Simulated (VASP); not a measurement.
A run of VASP 6.6.1:

Contents of INCAR:

```
  PREC = Accurate
  ENCUT = 500
  EDIFF = 1E-6
  ISMEAR = 0
  SIGMA = 0.1
  LREAL = F
  LASPH = T
  NELM = 120
  ALGO = Normal
  ISIF = 2
  LWAVE = F
  LCHARG = F
  GGA = PS
  NBANDS = 18
  GGA_COMPAT = F
```

File KPOINTS:

```
Automatic mesh
0
Gamma
  7 7 7
```

The input POSCAR:

```
Au
1.0
    0.0000000000      3.0132132360      3.0132132360
    3.0132132360      0.0000000000      3.0132132360
    3.0132132360      3.0132132360      0.0000000000
Au
2
Direct
    0.0000000000      0.0000000000      0.0000000000
    0.2500000000      0.2500000000      0.2500000000
```

Potentials or basis: VASP PAW PBE potentials, release 64 (Au).

Launch:

```console
$ cat potpaw_PBE.64/Au/POTCAR > POTCAR
$ mpirun -np 1 vasp_std > vasp.out
```

Hardware: 1 thread of Intel Xeon 8259CL (shared host).

**Question.** How long does it take, and how much memory?

**Answer.** Run time: 30 s on 1 thread of Intel Xeon 8259CL (shared host), peak memory 0.17 GiB. Counts: scf iterations 11, k points 20.
